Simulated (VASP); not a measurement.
# ZrSi2O6 (C2) in VASP: a series of runs

ZrSi2O6 is run at these levels: PBE, r2SCAN; tasks: single point.

All numbers are computed with VASP 6.6.1; they aren't measurements. Logs are shortened: lines on timing, memory, paths and dates and some standing lists are left out, and cuts for length are marked.

## 1. The cell of the first run

Symmetry: C2, No. 5, monoclinic system. The conventional cell has a = 9.973 Å, b = 5.002 Å, c = 5.894 Å, α = 90.00°, β = 91.81°, γ = 90.00°. Zr (site symmetry 2) has 4 O at 1.96 to 1.97 Å within 2.6 Å. Si (site symmetry 1) has 4 O at 1.63 to 1.64 Å within 2.2 Å. Within 2.2 Å of O (site symmetry 1) lie 1 Si at 1.63 Å and 1 Zr at 1.97 Å. Within 2.2 Å of O (site symmetry 1) lie 2 Si at 1.64 Å. Within 2.2 Å of O (site symmetry 1) lie 1 Si at 1.63 Å and 1 Zr at 1.96 Å.

## 2. Single point, PBE

Input file INCAR:

```
SYSTEM = ZrSi2O6
PREC = Accurate
ENCUT = 520
EDIFF = 1E-6
ISMEAR = 0
SIGMA = 0.01
LREAL = .FALSE.
LASPH = .TRUE.
NELM = 80
ALGO = Normal
ISIF = 2
LWAVE = .FALSE.
LCHARG = .FALSE.
GGA = PE
NBANDS = 38
```

Input file KPOINTS:

```
Automatic mesh
0
G
  6 6 4
  0 0 0
```

Input file POSCAR:

```
ZrSi2O6
1.0
    4.9864376764     -2.5009873739     -0.0017101146
    4.9864376764      2.5009873739     -0.0017101146
   -0.1841713803      0.0000000000      5.8909796029
Zr Si O
1 2 6
Direct
    0.5434015373      0.4565984627      0.5000000000
    0.9860891071      0.5200311588      0.1547435135
    0.4799688412      0.0139108929      0.8452564865
    0.8765132425      0.3706119452      0.3163829314
    0.1529955175      0.3077840407      0.9299367630
    0.6293880548      0.1234867575      0.6836170686
    0.2086930586      0.5690136874      0.2967534063
    0.6922159593      0.8470044825      0.0700632370
    0.4309863126      0.7913069414      0.7032465937
```

Potentials or basis: VASP PAW PBE potentials, release 64 (Zr_sv, Si, O).

Started as:

```console
> cat potpaw_PBE.64/Zr_sv/POTCAR potpaw_PBE.64/Si/POTCAR potpaw_PBE.64/O/POTCAR > POTCAR
> mpirun -np 1 vasp_std > vasp.out
```

OUTCAR:

```text
SYSTEM = ZrSi2O6
   PREC = Accurate
   ENCUT = 520
   EDIFF = 1E-6
   ISMEAR = 0
   LREAL = .FALSE.
   LASPH = .TRUE.
   NELM = 80
   ISIF = 2
   GGA = PE

 ion  position               nearest neighbor table
   1  0.543  0.457  0.500-   7 1.96   9 1.96   4 1.97   6 1.97   2 3.43   3 3.43   3 3.51   2 3.51

   2  0.986  0.520  0.155-   7 1.63   4 1.63   5 1.64   8 1.64   3 3.09   3 3.09   1 3.43   1 3.51

   3  0.480  0.014  0.845-   9 1.63   6 1.63   8 1.64   5 1.64   2 3.09   2 3.09   1 3.43   1 3.51

   4  0.877  0.371  0.316-   2 1.63   1 1.97
   5  0.153  0.308  0.930-   2 1.64   3 1.64
   6  0.629  0.123  0.684-   3 1.63   1 1.97
   7  0.209  0.569  0.297-   2 1.63   1 1.96
   8  0.692  0.847  0.070-   3 1.64   2 1.64
   9  0.431  0.791  0.703-   3 1.63   1 1.96

  LATTYP: Found a base centered monoclinic cell.
 ALAT       =     9.9728759393
 B/A-ratio  =     0.5015579035
 C/A-ratio  =     0.5909887817
 COS(beta)  =    -0.0315908028

  Lattice vectors:

 A1 = (   4.9864376764,  -2.5009873739,  -0.0017101146)
 A2 = (   4.9864376764,   2.5009873739,  -0.0017101146)
 A3 = (  -0.1841713803,   0.0000000000,   5.8909796029)

Analysis of symmetry for initial positions (statically):
=====================================================================
 Subroutine PRICEL returns:
 Original cell was already a primitive cell.

 Routine SETGRP: Setting up the symmetry group for a
 base centered monoclinic supercell.

 Subroutine GETGRP returns: Found  2 space group operations
 (whereof  2 operations were pure point group operations)
 out of a pool of  4 trial point group operations.

The static configuration has the point symmetry C_2 .

Analysis of symmetry for dynamics (positions and initial velocities):
=====================================================================
 Subroutine PRICEL returns:
 Original cell was already a primitive cell.

 Routine SETGRP: Setting up the symmetry group for a
 base centered monoclinic supercell.

 Subroutine GETGRP returns: Found  2 space group operations
 (whereof  2 operations were pure point group operations)
 out of a pool of  4 trial point group operations.

The dynamic configuration has the point symmetry C_2 .

 Subroutine INISYM returns: Found  2 space group operations
 (whereof  2 operations are pure point group operations),
 and found     1 'primitive' translations

----------------------------------------------------------------------------------------

                                     Primitive cell

  volume of cell :     146.9314

  direct lattice vectors                    reciprocal lattice vectors
     4.986437676 -2.500987374 -0.001710115     0.100273059 -0.199921041  0.003134865
     4.986437676  2.500987374 -0.001710115     0.100273059  0.199921041  0.003134865
    -0.184171380  0.000000000  5.890979603     0.000058217  0.000000000  0.169752875

  length of vectors
     5.578485589  5.578485589  5.893857801     0.223680434  0.223680434  0.169752885

  position of ions in fractional coordinates (direct lattice)
     0.543401537  0.456598463  0.500000000
     0.986089107  0.520031159  0.154743514
     0.479968841  0.013910893  0.845256486
     0.876513243  0.370611945  0.316382931
     0.152995518  0.307784041  0.929936763
     0.629388055  0.123486757  0.683617069
     0.208693059  0.569013687  0.296753406
     0.692215959  0.847004482  0.070063237
     0.430986313  0.791306941  0.703246594

  ion indices of the primitive-cell ions
   primitive index   ion index
                 1           1
                 2           2
                 3           3
                 4           4
                 5           5
                 6           6
                 7           7
                 8           8
                 9           9

----------------------------------------------------------------------------------------

 KPOINTS: Automatic mesh

Automatic generation of k-mesh.
 Grid dimensions read from file:
 generate k-points for:    6    6    4

 Generating k-lattice:

  Cartesian coordinates                     Fractional coordinates (reciprocal lattice)
     0.016712177 -0.033320174  0.000522478     0.166666667  0.000000000  0.000000000
     0.016712177  0.033320174  0.000522478     0.000000000  0.166666667  0.000000000
     0.000014554  0.000000000  0.042438219     0.000000000  0.000000000  0.250000000

  Length of vectors
     0.037280072  0.037280072  0.042438221

  Shift w.r.t. Gamma in fractional coordinates (k-lattice)
     0.000000000  0.000000000  0.000000000

 Subroutine IBZKPT returns following result:
 ===========================================

 Found     47 irreducible k-points:

 Following reciprocal coordinates:
            Coordinates               Weight
  0.000000  0.000000  0.000000      1.000000
  0.166667 -0.000000  0.000000      4.000000
  0.333333 -0.000000  0.000000      4.000000
  0.500000 -0.000000  0.000000      2.000000
  0.166667  0.166667  0.000000      2.000000
  0.333333  0.166667  0.000000      4.000000
[... 16 lines left out ...]
 -0.333333  0.166667  0.250000      4.000000
 -0.166667  0.166667  0.250000      4.000000
 [... further k-points ...]
   k-points           NKPTS =     47   k-points in BZ     NKDIM =     47   number of bands    NBANDS=     38
   number of dos      NEDOS =    301   number of ions     NIONS =      9
   total plane-waves  NPLWV =  84672
   dimension x,y,z NGX =    42 NGY =   42 NGZ =   48
   dimension x,y,z NGXF=    84 NGYF=   84 NGZF=   96
   ions per type =               1   2   6
   NGX,Y,Z   is equivalent  to a cutoff of  12.52, 12.52, 13.54 a.u.
   NGXF,Y,Z  is equivalent  to a cutoff of  25.03, 25.03, 27.08 a.u.
 SYSTEM =  ZrSi2O6
   PREC   = accura    normal or accurate (medium, high low for compatibility)
   ISTART =      0    job   : 0-new  1-cont  2-samecut
   ICHARG =      2    charge: 1-file 2-atom 10-const
   ISPIN  =      1    spin polarized calculation?
   LNONCOLLINEAR =      F non collinear calculations
   LSORBIT =      F    spin-orbit coupling
   LASPH  =      T    aspherical Exc in radial PAW
   ENCUT  =  520.0 eV  38.22 Ry    6.18 a.u.  10.37 10.37 10.96*2*pi/ulx,y,z
   NELM   =     80;   NELMIN=  2; NELMDL= -5     # of ELM steps
   EDIFF  = 0.1E-05   stopping-criterion for ELM
   LREAL  =      F    real-space projection
   EDIFFG = 0.1E-04   stopping-criterion for IOM
   NSW    =      0    number of steps for IOM
   IBRION =     -1    ionic relax: 0-MD 1-quasi-New 2-CG
   NFREE  =      0    steps in history (QN), initial steepest desc. (CG)
   ISIF   =      2    stress and relaxation
   ISYM   =      2    0-nonsym 1-usesym 2-fastsym
   POTIM  = 0.5000    time-step for ionic-motion
   TEBEG  =    0.0;   TEEND  =   0.0 temperature during run
   PSTRESS=    0.0 pullay stress
   NELECT =      56.0000    total number of electrons
   NUPDOWN=      -1.0000    fix difference up-down
   EMIN   =  10.00;   EMAX   =-10.00  energy-range for DOS
   EFERMI =   0.00;   METHOD = LEGACY
   ISMEAR =     0;   SIGMA  =   0.01  broadening in eV -4-tet -1-fermi 0-gaus
   EFERMI_NEDOS =   21; number of points for ismear=-14 and -15
   IALGO  =     38    algorithm
   IMIX   =      4    mixing-type and parameters
     AMIX     =   0.40;   BMIX     =  1.00
     AMIX_MAG =   1.60;   BMIX_MAG =  1.00
  volume/ion in A,a.u.               =      16.33       110.17
  Fermi-wavevector in a.u.,A,eV,Ry     =   1.186950  2.243011 19.168587  1.408851
  Thomas-Fermi vector in A             =   2.323112
   LORBIT       =      0    0 simple, 1 ext, 2 COOP (PROOUT), +10 PAW based schemes
   GGA     = PE    functional components
   LHFCALC =     F    Hartree Fock is set to
   AEXX    =    0.0000 exact exchange contribution
   IVDW    =     0    specifies the selected vdW correction
   LEPSILON=     F    determine dielectric tensor
   LRPA    =     F    only Hartree local field effects (RPA)
 non-spin polarized calculation
 Gauss-broadening in eV      SIGMA  =   0.01
  energy-cutoff  :      520.00
  volume of cell :      146.93
 maximum number of plane-waves:      3982
 NGX is ok and might be reduce to    42
   NGX = 21   NGY = 21   NGZ = 21

 number of electron      56.0000009 magnetization

 Free energy of the ion-electron system (eV)
  ---------------------------------------------------
  ext. energy  EPLUGINS =         0.00000000
  ---------------------------------------------------
  free energy    TOTEN  =       -75.59608857 eV

  energy without entropy =      -75.59608857  energy(sigma->0) =      -75.59608857

 E-fermi :   0.2865     XC(G=0):  -8.3365

 val. band max:        0.1879519737   @ k =   0.0000   0.0000   0.5000
 cond. band min:       5.3533055004   @ k =   0.0000   0.0000   0.0000
 fundamental gap:      5.1653535267
 Fermi energy:         0.2865065857

 k-point     1 :       0.0000    0.0000    0.0000
  band No.  band energies     occupation
      1     -46.8428      2.00000
      2     -25.1879      2.00000
      3     -25.1843      2.00000
      4     -25.1703      2.00000
      5     -18.5308      2.00000
      6     -17.0660      2.00000
[... 30 lines left out ...]
     37      10.1103      0.00000
     38      10.6438      0.00000

 k-point     2 :       0.1667   -0.0000    0.0000
  band No.  band energies     occupation
      1     -46.8428      2.00000
      2     -25.1895      2.00000
      3     -25.1841      2.00000
      4     -25.1705      2.00000
      5     -18.4558      2.00000
      6     -17.2368      2.00000
[... 30 lines left out ...]
     37      10.0348      0.00000
     38      10.7111      0.00000

 k-point     3 :       0.3333   -0.0000    0.0000
  band No.  band energies     occupation
      1     -46.8427      2.00000
      2     -25.1928      2.00000
      3     -25.1839      2.00000
      4     -25.1709      2.00000
      5     -18.2433      2.00000
      6     -17.5684      2.00000
[... 30 lines left out ...]
     37      10.0139      0.00000
[... 781 lines left out ...]
 k-point    23 :      -0.3333    0.1667    0.2500
  band No.  band energies     occupation
      1     -46.8427      2.00000
      2     -25.1940      2.00000
      3     -25.1846      2.00000
      4     -25.1709      2.00000
      5     -17.9440      2.00000
      6     -17.9066      2.00000
[... 30 lines left out ...]
     37       9.8637      0.00000
     38      10.2162      0.00000

 k-point    24 :      -0.1667    0.1667    0.2500
  band No.  band energies     occupation
      1     -46.8427      2.00000
      2     -25.1919      2.00000
      3     -25.1845      2.00000
      4     -25.1705      2.00000
      5     -18.2306      2.00000
      6     -17.5856      2.00000
[... 30 lines left out ...]
     37       9.8784      0.00000
     38      10.6281      0.00000

 [... further k-points ...]
[... 5 lines left out ...]
  --------------------------------------------------------------------------------------
  -------------------------------------------------------------------------------------
  Total        0.2229528      0.1155265      0.1778632      0.0000000      0.0000000     -0.0283138
  in kB        2.4311336      1.2597301      1.9394650      0.0000000      0.0000000     -0.3087410
  external PRESSURE =       1.8767762 kB  Pullay stress =       0.0000000 kB

 VOLUME and BASIS-vectors are now :
 -----------------------------------------------------------------------------
  energy-cutoff  :      520.00
  volume of cell :      146.93
      direct lattice vectors                 reciprocal lattice vectors
     4.986437676 -2.500987374 -0.001710115     0.100273059 -0.199921041  0.003134865
     4.986437676  2.500987374 -0.001710115     0.100273059  0.199921041  0.003134865
    -0.184171380  0.000000000  5.890979603     0.000058217  0.000000000  0.169752875

 POSITION                                       TOTAL-FORCE (eV/Angst)
 -----------------------------------------------------------------------------------
      4.89435     -0.21709      2.94378        -0.000000     -0.008595      0.000000
      7.48168     -1.16561      0.90902         0.007119      0.014717     -0.010758
      2.30703     -1.16561      4.97854        -0.007119      0.014717      0.010758
      6.16044     -1.26525      1.86167        -0.004517     -0.015299      0.001000
      2.12638      0.38712      5.47745         0.003319      0.000480      0.001534
      3.62826     -1.26525      4.02589         0.004517     -0.015299     -0.001000
      3.82333      0.90116      1.74684         0.004700      0.004400     -0.003636
      7.66232      0.38712      0.41011        -0.003319      0.000480     -0.001534
      5.96537      0.90116      4.14072        -0.004700      0.004400      0.003636
 -----------------------------------------------------------------------------------
    total drift:                                0.000000     -0.000417     -0.000000

  FREE ENERGIE OF THE ION-ELECTRON SYSTEM (eV)
  ---------------------------------------------------
  free  energy   TOTEN  =       -75.5960885666 eV

  energy  without entropy=      -75.5960885666  energy(sigma->0) =      -75.59608857
```

It took 8.4 min on 1 thread of Intel Xeon 8259CL, shared host; peak memory 0.4 GiB.

Results:

```
Free energy            : -75.5961 eV
Pressure               : 0.2 GPa
Largest force          : 0.020 eV/Å
Band gap on the k mesh : 5.17 eV (least direct gap 5.41 eV)
```

Forces in eV/Å, atoms in the order of the input:
```
Zr   0.000 -0.009  0.000
Si   0.007  0.015 -0.011
Si  -0.007  0.015  0.011
O   -0.005 -0.015  0.001
O    0.003  0.000  0.002
O    0.005 -0.015 -0.001
O    0.005  0.004 -0.004
O   -0.003  0.000 -0.002
O   -0.005  0.004  0.004
```

Stress tensor (GPa, compression positive):
```
 0.24  0.00 -0.03
 0.00  0.13  0.00
-0.03  0.00  0.19
```

A k mesh can miss the band edges.

## 3. Single point, PBE

Input file INCAR:

```
PREC = Accurate ; ENCUT = 520
EDIFF = 1E-6 ; ISMEAR = 0
SIGMA = 0.02 ; LREAL = F
LASPH = T ; NELM = 80
ALGO = Normal ; ISIF = 2
LWAVE = F ; LCHARG = T
GGA = PE ; LELF = T
LVHAR = T ; NBANDS = 38
```

Input file KPOINTS:

```
Automatic mesh
0
Gamma
  6 6 4
```

Input file POSCAR:

```
ZrSi2O6
1.0
    4.9873216288     -2.5034147322     -0.0015003007
    4.9873216288      2.5034147322     -0.0015003007
   -0.1839548396      0.0000000000      5.8948133057
Zr Si O
1 2 6
Direct
    0.5428078073      0.4571921927      0.5000000000
    0.9861986439      0.5196803282      0.1547172831
    0.4803196718      0.0138013561      0.8452827169
    0.8754238769      0.3712742194      0.3160867937
    0.1537576265      0.3065221915      0.9307596334
    0.6287257806      0.1245761231      0.6839132063
    0.2083288760      0.5687884607      0.2971647480
    0.6934778085      0.8462423735      0.0692403666
    0.4312115393      0.7916711240      0.7028352520
```

Potentials or basis: VASP PAW PBE potentials, release 64 (Zr_sv, Si, O).

Started as:

```console
> cat potpaw_PBE.64/Zr_sv/POTCAR potpaw_PBE.64/Si/POTCAR potpaw_PBE.64/O/POTCAR > POTCAR
> mpirun -np 1 vasp_std > vasp.out
```

Wall time 8.8 min (1 thread of Intel Xeon 8259CL, shared host); peak memory 0.41 GiB.

It converged, with:

| Quantity | Value |
| --- | --- |
| Free energy | -75.5963 eV |
| Pressure | 0.2 GPa |
| Largest force | 0.018 eV/Å |
| Band gap on the k mesh | 5.16 eV (least direct gap 5.40 eV) |

Forces in eV/Å, atoms in the order of the input:
```
Zr   0.000 -0.012  0.000
Si   0.007  0.014 -0.008
Si  -0.007  0.014  0.008
O   -0.007 -0.016  0.005
O    0.007  0.003 -0.002
O    0.007 -0.016 -0.005
O    0.005  0.005 -0.006
O   -0.007  0.003  0.002
O   -0.005  0.005  0.006
```

Stress tensor (GPa, compression positive):
```
 0.24  0.00 -0.04
 0.00  0.13  0.00
-0.04  0.00  0.20
```

Levels at points of the mesh, in eV from the valence-band top:
```csv
k point,band 26,band 27,band 28,band 29,band 30,band 31
"(0.00, 0.00, 0.00)",-0.55,-0.26,-0.24,5.16,5.69,5.76
"(0.50, 0.00, 0.00)",-0.74,-0.37,-0.09,5.57,5.92,6.56
"(0.50, 0.50, 0.00)",-0.59,-0.46,-0.06,5.47,6.11,6.12
"(0.00, 0.00, 0.50)",-0.61,-0.04,0.00,5.62,5.68,6.66
"(0.50, 0.00, 0.50)",-0.56,-0.44,-0.16,5.64,5.92,6.48
"(0.50, 0.50, 0.50)",-0.74,-0.46,-0.33,5.50,6.07,6.18
```

## 4. Single point, r2SCAN

POSCAR is that of step 3.

Input file INCAR.step1:

```
SYSTEM = ZrSi2O6
  ALGO = Normal
  EDIFF = 1E-4
  ENCUT = 520
  GGA = PE
  ISMEAR = 0
  LASPH = .TRUE.
  LCHARG = .FALSE.
  LREAL = .FALSE.
  LWAVE = .TRUE.
  NBANDS = 38
  NELM = 100
  PREC = Accurate
  SIGMA = 0.02
```

Input file INCAR.step2:

```
SYSTEM = ZrSi2O6
  ALGO = Normal
  EDIFF = 1E-7
  ENCUT = 520
  ISIF = 2
  ISMEAR = 0
  ISTART = 1
  LASPH = .TRUE.
  LCHARG = .FALSE.
  LMIXTAU = .TRUE.
  LREAL = .FALSE.
  LWAVE = .FALSE.
  METAGGA = R2SCAN
  NBANDS = 38
  NELM = 100
  PREC = Accurate
  SIGMA = 0.02
```

Input file KPOINTS:

```
k-points
0
G
  6 6 4
  0 0 0
```

Started as:

```console
> cat potpaw_PBE.64/Zr_sv/POTCAR potpaw_PBE.64/Si/POTCAR potpaw_PBE.64/O/POTCAR > POTCAR
> cp INCAR.step1 INCAR
> mpirun -np 1 vasp_std > vasp.out
> cp INCAR.step2 INCAR
> mpirun -np 1 vasp_std > vasp.out
```

Run time: 30 min. Hardware: 1 thread of Intel Xeon 8259CL, shared host; peak memory 0.46 GiB.

The run converged. Its results:

| Property | Result |
| --- | --- |
| Free energy | -104.5200 eV |
| Pressure | -3.2 GPa |
| Largest force | 0.377 eV/Å |
| Band gap on the k mesh | 5.69 eV (least direct gap 5.94 eV) |

Forces on the atoms (eV/Å):
```
Zr   0.000 -0.028  0.000
Si   0.015  0.025  0.022
Si  -0.015  0.025 -0.022
O    0.308  0.071 -0.203
O    0.119 -0.131  0.211
O   -0.308  0.071  0.203
O   -0.324  0.049 -0.188
O   -0.119 -0.131 -0.211
O    0.324  0.049  0.188
```

Stress tensor (GPa, compression positive):
```
-3.19  0.00 -0.08
 0.00 -3.26  0.00
-0.08  0.00 -3.29
```

Levels at points of the mesh, in eV from the valence-band top:
```tsv
k point	band 24	band 25	band 26	band 27	band 28	band 29	band 30	band 31	band 32	band 33
(0.00, 0.00, 0.00)	-0.97	-0.78	-0.57	-0.26	-0.25	5.69	6.29	6.33	7.14	7.49
(0.50, 0.00, 0.00)	-1.07	-0.95	-0.75	-0.38	-0.09	6.16	6.51	7.14	7.24	7.87
(0.50, 0.50, 0.00)	-1.08	-0.92	-0.59	-0.47	-0.06	6.06	6.69	6.70	7.24	7.61
(0.00, 0.00, 0.50)	-1.17	-0.74	-0.62	-0.05	0.00	6.22	6.26	7.24	7.40	7.50
(0.50, 0.00, 0.50)	-1.11	-0.87	-0.57	-0.45	-0.16	6.22	6.51	7.07	7.43	7.88
(0.50, 0.50, 0.50)	-1.23	-0.81	-0.76	-0.48	-0.33	6.08	6.66	6.75	7.18	7.44
```

Caveat: the cell stands under tension; the PAW data sets were made with another functional, which shifts forces and pressure a little.

## 5. The runs side by side

| level | cell | smearing | gap on the mesh (eV) | pressure (GPa) | largest force (eV/Å) |
| --- | --- | --- | --- | --- | --- |
| PBE | a = 5.578, b = 5.578, c = 5.894 Å, angles 91.6, 91.6, 53.3°, 9 atoms, atomic positions A | gaussian 0.01 eV | 5.17 | 0.2 | 0.02 |
| PBE | a = 5.580, b = 5.580, c = 5.898 Å, angles 91.6, 91.6, 53.3°, 9 atoms, atomic positions B | gaussian 0.02 eV | 5.16 | 0.2 | 0.02 |
| r2SCAN | a = 5.580, b = 5.580, c = 5.898 Å, angles 91.6, 91.6, 53.3°, 9 atoms, atomic positions B | gaussian 0.02 eV | 5.69 | -3.2 | 0.38 |

Alike in all rows: task single point; potentials or basis VASP PAW PBE potentials, release 64 (Zr_sv, Si, O); no spin polarisation; k mesh 6 × 6 × 4; cutoff (eV) 520.

Caveats: the cell stands under tension (at least some runs); the PAW data sets were made with another functional, which shifts forces and pressure a little (at least some runs).

Total energies depend on the potentials used, so only differences within one code and one set of settings carry meaning.
